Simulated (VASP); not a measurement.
Set up this calculation in VASP 6.6.1, as the native input.

| Item | Value |
| --- | --- |
| Task | single point |
| Functional | PBE |
| Potentials or basis | VASP PAW PBE potentials, release 64 (Tb_3, Be, C), 4f in core |
| Cutoff | 600 eV |
| k mesh | 6 × 6 × 6 |
| Occupations | gaussian, width 0.1 eV |
| Spin | no spin polarisation |
| Dipole correction | no |
| Further INCAR settings | ALGO = Normal; EDIFF = 1e-06; NBANDS = 14 |

The structure of TbBeC lies in POSCAR:

```
TbBeC
1.0
    3.6067962353      0.0000000000      0.0000000000
    0.0000000000      3.6067962353      0.0000000000
    0.0000000000      0.0000000000      3.3778099803
Tb Be C
1 1 1
Direct
    0.5000000000      0.5000000000      1.0014945771
    0.0000000000      0.0000000000      0.5015066600
    0.0000000000      0.0000000000      1.0015101229
```

The cell was generated, and may not be a known phase.

The input as run:

INCAR

```
ALGO = Normal
EDIFF = 1E-6
ENCUT = 600
GGA = PE
GGA_COMPAT = False
ISIF = 2
ISMEAR = 0
LASPH = True
LCHARG = False
LMAXMIX = 6
LREAL = False
LWAVE = False
NBANDS = 14
NELM = 200
PREC = Accurate
SIGMA = 0.1
```

KPOINTS

```
k-points
0
Gamma
  6 6 6
```

Potentials or basis: VASP PAW PBE potentials, release 64 (Tb_3, Be, C), 4f in core.

Command:

```sh
$ cat potpaw_PBE.64/Tb_3/POTCAR potpaw_PBE.64/Be/POTCAR potpaw_PBE.64/C/POTCAR > POTCAR
$ mpirun -np 1 vasp_std > vasp.out
```

It gave:

The pressure is 0.3 GPa and the band gap on the k mesh is zero (an odd number of electrons rules out a gap without spin polarisation).

Caveat: spin-orbit coupling is left out, which moves the levels of the heavy elements; the 4f electrons are frozen in the core, so they carry no moment and show no levels.

It took 14 s on 1 thread of AMD EPYC 9R45 96-Core Processor (Zen 5), on a shared host, peak memory 0.16 GiB.
